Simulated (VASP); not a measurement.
# CuO (Cccm) in VASP: a series of runs

The runs below take CuO through single point, with PBEsol+U, PBEsol.

All numbers are computed with VASP 6.6.1; they aren't measurements. Logs are shortened: lines on timing, memory, paths and dates and some standing lists are left out, and cuts for length are marked.

**1. The cell of the first run**

The structure is orthorhombic, space group Cccm (No. 66). The conventional cell has a = 3.982 Å, b = 4.307 Å, c = 5.156 Å, α = 90.00°, β = 90.00°, γ = 90.00°. Within 2.6 Å of Cu (site symmetry 2/m) lie 4 O at 1.95 Å. O (site symmetry 222) has 4 Cu at 1.95 Å and 2 O at 2.58 Å within 2.6 Å.

**2. Single point, PBEsol+U**

File INCAR:

```
SYSTEM = CuO
  PREC = Accurate
  ENCUT = 520
  EDIFF = 1E-6
  ISMEAR = -1
  SIGMA = 0.05
  LREAL = .False.
  LASPH = .True.
  NELM = 150
  ALGO = Normal
  ISIF = 2
  LWAVE = .False.
  LCHARG = .False.
  LMAXMIX = 4
  LDAU = .True.
  LDAUTYPE = 2
  LDAUL = 2 -1
  LDAUU = 8 0
  LDAUJ = 0 0
  LDAUPRINT = 1
  GGA = PS
  NBANDS = 25
```

File KPOINTS:

```
Automatic mesh
0
Gamma
  9 9 5
  0 0 0
```

File POSCAR:

```
CuO
1.0
    1.9909680000     -2.1535500000      0.0000000000
    1.9909680000      2.1535500000      0.0000000000
    0.0000000000      0.0000000000      5.1559280000
Cu O
2 2
Direct
    0.5000000000      0.0000000000      0.0000000000
    0.0000000000      0.5000000000      0.5000000000
    0.5000000000      0.5000000000      0.2500000000
    0.5000000000      0.5000000000      0.7500000000
```

Potentials or basis: VASP PAW PBE potentials, release 64 (Cu, O).

On the command line:

```bash
cat potpaw_PBE.64/Cu/POTCAR potpaw_PBE.64/O/POTCAR > POTCAR
mpirun -np 1 vasp_std > vasp.out
```

OUTCAR:

```text
SYSTEM = CuO
   PREC = Accurate
   ENCUT = 520
   EDIFF = 1E-6
   ISMEAR = -1
   LREAL = .False.
   LASPH = .True.
   NELM = 150
   ISIF = 2
   GGA = PS

 ion  position               nearest neighbor table
   1  0.500  0.000  0.000-   3 1.95   4 1.95   3 1.95   4 1.95
   2  0.000  0.500  0.500-   3 1.95   4 1.95   3 1.95   4 1.95
   3  0.500  0.500  0.250-   1 1.95   2 1.95   1 1.95   2 1.95
   4  0.500  0.500  0.750-   1 1.95   2 1.95   1 1.95   2 1.95

  LATTYP: Found a base centered orthorhombic cell.
 ALAT       =     3.9819360000
 B/A-ratio  =     1.0816597755
 C/A-ratio  =     1.2948294498

  Lattice vectors:

 A1 = (   1.9909680000,  -2.1535500000,   0.0000000000)
 A2 = (   1.9909680000,   2.1535500000,   0.0000000000)
 A3 = (   0.0000000000,   0.0000000000,   5.1559280000)

Analysis of symmetry for initial positions (statically):
=====================================================================
 Subroutine PRICEL returns:
 Original cell was already a primitive cell.

 Routine SETGRP: Setting up the symmetry group for a
 base centered orthorhombic supercell.

 Subroutine GETGRP returns: Found  8 space group operations
 (whereof  4 operations were pure point group operations)
 out of a pool of  8 trial point group operations.

The static configuration has the point symmetry C_2h.
 The point group associated with its full space group is D_2h.

Analysis of symmetry for dynamics (positions and initial velocities):
=====================================================================
 Subroutine PRICEL returns:
 Original cell was already a primitive cell.

 Routine SETGRP: Setting up the symmetry group for a
 base centered orthorhombic supercell.

 Subroutine GETGRP returns: Found  8 space group operations
 (whereof  4 operations were pure point group operations)
 out of a pool of  8 trial point group operations.

The dynamic configuration has the point symmetry C_2h.
 The point group associated with its full space group is D_2h.

 Subroutine INISYM returns: Found  8 space group operations
 (whereof  4 operations are pure point group operations),
 and found     1 'primitive' translations

----------------------------------------------------------------------------------------

                                     Primitive cell

  volume of cell :      44.2136

  direct lattice vectors                    reciprocal lattice vectors
     1.990968000 -2.153550000  0.000000000     0.251134122 -0.232174781  0.000000000
     1.990968000  2.153550000  0.000000000     0.251134122  0.232174781  0.000000000
     0.000000000  0.000000000  5.155928000     0.000000000  0.000000000  0.193951506

  length of vectors
     2.932870809  2.932870809  5.155928000     0.342013854  0.342013854  0.193951506

  position of ions in fractional coordinates (direct lattice)
     0.500000000  0.000000000  0.000000000
     0.000000000  0.500000000  0.500000000
     0.500000000  0.500000000  0.250000000
     0.500000000  0.500000000  0.750000000

  ion indices of the primitive-cell ions
   primitive index   ion index
                 1           1
                 2           2
                 3           3
                 4           4

[... 92 lines left out ...]
  volume/ion in A,a.u.               =      11.05        74.59
  Fermi-wavevector in a.u.,A,eV,Ry     =   1.499854  2.834314 30.607167  2.249563
  Thomas-Fermi vector in A             =   2.611430
   LORBIT       =      0    0 simple, 1 ext, 2 COOP (PROOUT), +10 PAW based schemes
 LDA+U is selected, type is set to LDAUTYPE =  2
   angular momentum for each species LDAUL =     2   -1
   U (eV)           for each species LDAUU =   8.0  0.0
   J (eV)           for each species LDAUJ =   0.0  0.0
   GGA     = PS    functional components
   LHFCALC =     F    Hartree Fock is set to
   AEXX    =    0.0000 exact exchange contribution
   IVDW    =     0    specifies the selected vdW correction
   LEPSILON=     F    determine dielectric tensor
   LRPA    =     F    only Hartree local field effects (RPA)
 non-spin polarized calculation
  energy-cutoff  :      520.00
  volume of cell :       44.21
 maximum number of plane-waves:      1209
 NGX is ok and might be reduce to    24
   NGX = 11   NGY = 11   NGZ = 19

atom =   1  type =  1  l = 2

 onsite density matrix

spin component  1

  0.9585  0.0000 -0.0115  0.0000  0.0000
  0.0000  0.8882  0.0000 -0.0762  0.0000
 -0.0115  0.0000  0.9752  0.0000  0.0003
  0.0000 -0.0762  0.0000  0.8990  0.0000
  0.0000  0.0000  0.0003  0.0000  0.9705

spin component  2

  0.9585  0.0000 -0.0115  0.0000  0.0000
  0.0000  0.8882  0.0000 -0.0762  0.0000
 -0.0115  0.0000  0.9752  0.0000  0.0003
  0.0000 -0.0762  0.0000  0.8990  0.0000
  0.0000  0.0000  0.0003  0.0000  0.9705

 occupancies and eigenvectors

  o =  0.8172  v = -0.0000  0.7317 -0.0000  0.6816  0.0000  0.0000  0.0000  0.0000  0.0000  0.0000      0.0000  0.0000  0.0000  0.0000  0.0000  0.0000  0.0000  0.0000  0.0000  0.0000
  o =  0.8172  v =  0.0000  0.0000  0.0000  0.0000  0.0000 -0.0000  0.7317 -0.0000  0.6816  0.0000      0.0000  0.0000  0.0000  0.0000  0.0000  0.0000  0.0000  0.0000  0.0000  0.0000
  o =  0.9527  v =  0.8909 -0.0000  0.4541  0.0000 -0.0075  0.0000  0.0000  0.0000  0.0000  0.0000      0.0000  0.0000  0.0000  0.0000  0.0000  0.0000  0.0000  0.0000  0.0000  0.0000
  o =  0.9527  v =  0.0000  0.0000  0.0000  0.0000  0.0000  0.8909 -0.0000  0.4541  0.0000 -0.0075      0.0000  0.0000  0.0000  0.0000  0.0000  0.0000  0.0000  0.0000  0.0000  0.0000
  o =  0.9700  v = -0.0000 -0.6816  0.0000  0.7317 -0.0000  0.0000  0.0000  0.0000  0.0000  0.0000      0.0000  0.0000  0.0000  0.0000  0.0000  0.0000  0.0000  0.0000  0.0000  0.0000
  o =  0.9700  v =  0.0000  0.0000  0.0000  0.0000  0.0000 -0.0000 -0.6816  0.0000  0.7317 -0.0000      0.0000  0.0000  0.0000  0.0000  0.0000  0.0000  0.0000  0.0000  0.0000  0.0000
  o =  0.9705  v =  0.0000  0.0000  0.0000  0.0000  0.0000 -0.0159  0.0000  0.0146 -0.0000 -0.9998      0.0000  0.0000  0.0000  0.0000  0.0000  0.0000  0.0000  0.0000  0.0000  0.0000
  o =  0.9705  v = -0.0159  0.0000  0.0146 -0.0000 -0.9998  0.0000  0.0000  0.0000  0.0000  0.0000      0.0000  0.0000  0.0000  0.0000  0.0000  0.0000  0.0000  0.0000  0.0000  0.0000
  o =  0.9810  v =  0.0000  0.0000  0.0000  0.0000  0.0000 -0.4539  0.0000  0.8908 -0.0000  0.0202      0.0000  0.0000  0.0000  0.0000  0.0000  0.0000  0.0000  0.0000  0.0000  0.0000
  o =  0.9810  v = -0.4539  0.0000  0.8908 -0.0000  0.0202  0.0000  0.0000  0.0000  0.0000  0.0000      0.0000  0.0000  0.0000  0.0000  0.0000  0.0000  0.0000  0.0000  0.0000  0.0000

atom =   2  type =  1  l = 2

 onsite density matrix

spin component  1

  0.9585  0.0000  0.0115  0.0000 -0.0000
  0.0000  0.8882  0.0000  0.0762  0.0000
  0.0115  0.0000  0.9752  0.0000  0.0003
  0.0000  0.0762  0.0000  0.8990  0.0000
 -0.0000  0.0000  0.0003  0.0000  0.9705

spin component  2

  0.9585  0.0000  0.0115  0.0000 -0.0000
  0.0000  0.8882  0.0000  0.0762  0.0000
  0.0115  0.0000  0.9752  0.0000  0.0003
  0.0000  0.0762  0.0000  0.8990  0.0000
 -0.0000  0.0000  0.0003  0.0000  0.9705

 occupancies and eigenvectors

  o =  0.8172  v =  0.0000 -0.7317 -0.0000  0.6816  0.0000  0.0000  0.0000  0.0000  0.0000  0.0000      0.0000  0.0000  0.0000  0.0000  0.0000  0.0000  0.0000  0.0000  0.0000  0.0000
  o =  0.8172  v =  0.0000  0.0000  0.0000  0.0000  0.0000  0.0000 -0.7317 -0.0000  0.6816  0.0000      0.0000  0.0000  0.0000  0.0000  0.0000  0.0000  0.0000  0.0000  0.0000  0.0000
  o =  0.9527  v =  0.8909 -0.0000 -0.4541 -0.0000  0.0075  0.0000  0.0000  0.0000  0.0000  0.0000      0.0000  0.0000  0.0000  0.0000  0.0000  0.0000  0.0000  0.0000  0.0000  0.0000
  o =  0.9527  v =  0.0000  0.0000  0.0000  0.0000  0.0000  0.8909 -0.0000 -0.4541 -0.0000  0.0075      0.0000  0.0000  0.0000  0.0000  0.0000  0.0000  0.0000  0.0000  0.0000  0.0000
  o =  0.9700  v =  0.0000  0.6816  0.0000  0.7317 -0.0000  0.0000  0.0000  0.0000  0.0000  0.0000      0.0000  0.0000  0.0000  0.0000  0.0000  0.0000  0.0000  0.0000  0.0000  0.0000
  o =  0.9700  v =  0.0000  0.0000  0.0000  0.0000  0.0000  0.0000  0.6816  0.0000  0.7317 -0.0000      0.0000  0.0000  0.0000  0.0000  0.0000  0.0000  0.0000  0.0000  0.0000  0.0000
  o =  0.9705  v =  0.0000  0.0000  0.0000  0.0000  0.0000  0.0159 -0.0000  0.0146 -0.0000 -0.9998      0.0000  0.0000  0.0000  0.0000  0.0000  0.0000  0.0000  0.0000  0.0000  0.0000
  o =  0.9705  v =  0.0159 -0.0000  0.0146 -0.0000 -0.9998  0.0000  0.0000  0.0000  0.0000  0.0000      0.0000  0.0000  0.0000  0.0000  0.0000  0.0000  0.0000  0.0000  0.0000  0.0000
  o =  0.9810  v =  0.0000  0.0000  0.0000  0.0000  0.0000 -0.4539  0.0000 -0.8908  0.0000 -0.0202      0.0000  0.0000  0.0000  0.0000  0.0000  0.0000  0.0000  0.0000  0.0000  0.0000
  o =  0.9810  v = -0.4539  0.0000 -0.8908  0.0000 -0.0202  0.0000  0.0000  0.0000  0.0000  0.0000      0.0000  0.0000  0.0000  0.0000  0.0000  0.0000  0.0000  0.0000  0.0000  0.0000

 number of electron      34.0000000 magnetization

 Free energy of the ion-electron system (eV)
  ---------------------------------------------------
  ext. energy  EPLUGINS =         0.00000000
  ---------------------------------------------------
  free energy    TOTEN  =       -16.32149021 eV

  energy without entropy =      -16.30254780  energy(sigma->0) =      -16.31201900

 E-fermi :   3.9147     XC(G=0): -11.4926

 val. band max:        3.9107619017   @ k =   0.4444   0.2222   0.4000
 cond. band min:       3.9189823354   @ k =   0.1111   0.1111   0.4000
 fundamental gap:      0.0082204338
 Fermi energy:         3.9147209163

 k-point     1 :       0.0000    0.0000    0.0000
  band No.  band energies     occupation
      1     -15.2391      2.00000
      2     -13.8847      2.00000
      3      -4.1359      2.00000
      4      -1.8160      2.00000
      5      -1.6679      2.00000
      6      -1.0499      2.00000
[... 661 lines left out ...]
     24      15.9134      0.00000
     25      16.0581      0.00000

 [... further k-points ...]
[... 5 lines left out ...]
  --------------------------------------------------------------------------------------
  -------------------------------------------------------------------------------------
  Total       -2.3223132     -2.6337558     -3.3860124      0.0000000      0.0000000      0.0000000
  in kB      -84.1541042    -95.4399077   -122.6995716      0.0000000      0.0000000      0.0000000
  external PRESSURE =    -100.7645278 kB  Pullay stress =       0.0000000 kB

 VOLUME and BASIS-vectors are now :
 -----------------------------------------------------------------------------
  energy-cutoff  :      520.00
  volume of cell :       44.21
      direct lattice vectors                 reciprocal lattice vectors
     1.990968000 -2.153550000  0.000000000     0.251134122 -0.232174781  0.000000000
     1.990968000  2.153550000  0.000000000     0.251134122  0.232174781  0.000000000
     0.000000000  0.000000000  5.155928000     0.000000000  0.000000000  0.193951506

 POSITION                                       TOTAL-FORCE (eV/Angst)
 -----------------------------------------------------------------------------------
      0.99548     -1.07678      0.00000         0.000000      0.000000      0.000000
      0.99548      1.07678      2.57796        -0.000000      0.000000      0.000000
      1.99097      0.00000      1.28898        -0.000000     -0.000000     -0.000000
      1.99097      0.00000      3.86695        -0.000000      0.000000      0.000000
 -----------------------------------------------------------------------------------
    total drift:                                0.000000     -0.000000     -0.000000

  FREE ENERGIE OF THE ION-ELECTRON SYSTEM (eV)
  ---------------------------------------------------
  free  energy   TOTEN  =       -16.3214902074 eV

  energy  without entropy=      -16.3025477960  energy(sigma->0) =      -16.31201900
```

It took 2.7 min on 1 thread of AMD EPYC 7R13, shared host; peak memory 0.18 GiB.

What came out:

```
Free energy            : -16.3215 eV
Pressure               : -10.1 GPa
Band gap on the k mesh : zero (bands 17 and 18 overlap by 0.95 eV)
```

Stress tensor (GPa, compression positive):
```
 -8.42   0.00   0.00
  0.00  -9.54   0.00
  0.00   0.00 -12.27
```

Eigenvalues of the final occupation matrices:
```
    site  spin  trace               eigenvalues
site 1 d     1   4.69  0.82 0.95 0.97 0.97 0.98
site 1 d     2   4.69  0.82 0.95 0.97 0.97 0.98
site 2 d     1   4.69  0.82 0.95 0.97 0.97 0.98
site 2 d     2   4.69  0.82 0.95 0.97 0.97 0.98
```

Caveat: the cell stands under tension; the PAW data sets were made with another functional, which shifts forces and pressure a little; U without spin polarisation on a metal has little footing.

**3. Single point, PBEsol (11.27 Å³/atom)**

This run uses another cell than the first one, of 11.27 Å³/atom.

File INCAR:

```
SYSTEM = CuO
PREC = Accurate
ENCUT = 520
EDIFF = 1E-6
ISMEAR = -1
SIGMA = 0.05
LREAL = .FALSE.
LASPH = .TRUE.
NELM = 60
ALGO = Normal
ISIF = 2
LWAVE = .FALSE.
LCHARG = .FALSE.
GGA = PS
NBANDS = 25
```

File KPOINTS:

```
regular mesh
0
G
  9 9 5
  0 0 0
```

File POSCAR:

```
CuO
1.0
    2.0041536028     -2.1678123362      0.0000000000
    2.0041536028      2.1678123362      0.0000000000
    0.0000000000      0.0000000000      5.1900742137
Cu O
2 2
Direct
    0.5000000000      0.0000000000      0.0000000000
    0.0000000000      0.5000000000      0.5000000000
    0.5000000000      0.5000000000      0.2500000000
    0.5000000000      0.5000000000      0.7500000000
```

Potentials or basis: VASP PAW PBE potentials, release 64 (Cu, O).

On the command line:

```bash
cat potpaw_PBE.64/Cu/POTCAR potpaw_PBE.64/O/POTCAR > POTCAR
mpirun -np 1 vasp_std > vasp.out
```

It took 65 s on 1 thread of Intel Xeon 8259CL, shared host; peak memory 0.21 GiB.

It converged, with:

* Free energy: -21.4208 eV
* Pressure: -8.2 GPa
* Band gap on the k mesh: zero (bands 17 and 18 overlap by 0.86 eV)

Stress tensor (GPa, compression positive):
```
 -6.28   0.00   0.00
  0.00  -8.00   0.00
  0.00   0.00 -10.23
```

Levels at points of the mesh, in eV from the Fermi level:
```tsv
k point	band 15	band 16	band 17	band 18	band 19	band 20
(0.00, 0.00, 0.00)	-2.20	-1.81	0.60	0.78	1.34	6.01
```

Caveat: the cell stands under tension; the PAW data sets were made with another functional, which shifts forces and pressure a little; semilocal functionals often make such compounds metallic where correlation or magnetic order opens a gap, which also shifts bond lengths.
